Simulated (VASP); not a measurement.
Input of a VASP 6.6.1 run:

File INCAR:

```
SYSTEM = Bi2Te3
  ALGO = Normal
  EDIFF = 1E-6
  ENCUT = 520
  GGA = PE
  ISIF = 2
  ISMEAR = 0
  ISYM = 0
  LASPH = .TRUE.
  LCHARG = .FALSE.
  LREAL = .FALSE.
  LWAVE = .FALSE.
  NBANDS = 32
  NELM = 100
  PREC = Accurate
  SIGMA = 0.1
```

KPOINTS

```
k-points
0
G
  9 9 4
  0 0 0
```

Contents of POSCAR:

```
Bi2Te3
1.0
    4.4688131034      0.0000000000      0.0000000000
   -2.2344065517      3.8701056723      0.0000000000
    2.2344065517      1.2900352241      9.8566645561
Bi Te
2 3
Direct
    0.3806636239      0.1903318119      0.4290045642
    0.1993364926      0.5996682463      0.2009952612
    0.7899990613      0.3949995307      0.8150014080
    0.5928217354      0.7964108677      0.6107673969
   -0.0128209129     -0.0064104565      0.0192313694
```

Potentials or basis: VASP PAW PBE potentials, release 64 (Bi_d, Te).

The run is started by

```console
$ cat potpaw_PBE.64/Bi_d/POTCAR potpaw_PBE.64/Te/POTCAR > POTCAR
$ mpirun -np 1 vasp_std > vasp.out
```

Task: Estimate the largest force.

Result: 0.019 eV/Å.

Task: Predict the band gap on the k mesh.

Result: Zero (band 24 reaches 6.27 eV, above the bottom of band 25 at 6.17 eV).

Task: Estimate the pressure.

Result: -0.1 GPa.

Stress tensor (GPa, compression positive):
```
-0.16 -0.08  0.04
-0.08 -0.06  0.03
 0.04  0.03  0.00
```

Caveat: spin-orbit coupling is left out, which moves the levels of the heavy elements.

**What was measured.**

From “Vacancy and Antisite-Induced Ferromagnetism in Liquid-Phase Exfoliated Bi2Te3”, 2024, arxiv:2412.10539, for a bulk crystal of Bi2Te3: band gap 0.17 eV.

Against the measured gap of Bi2Te3, 0.17 eV (quoted in “Vacancy and Antisite-Induced Ferromagnetism in Liquid-Phase Exfoliated Bi2Te3”, 2024, arxiv:2412.10539), the calculated 0.00 eV is off by -0.17 eV. Spin-orbit coupling on Bi, Te is left out. The value is that of PBE on a finite k mesh, which can miss the band edges, without temperature or zero-point motion. Semilocal functionals fall short of measured gaps as a rule.
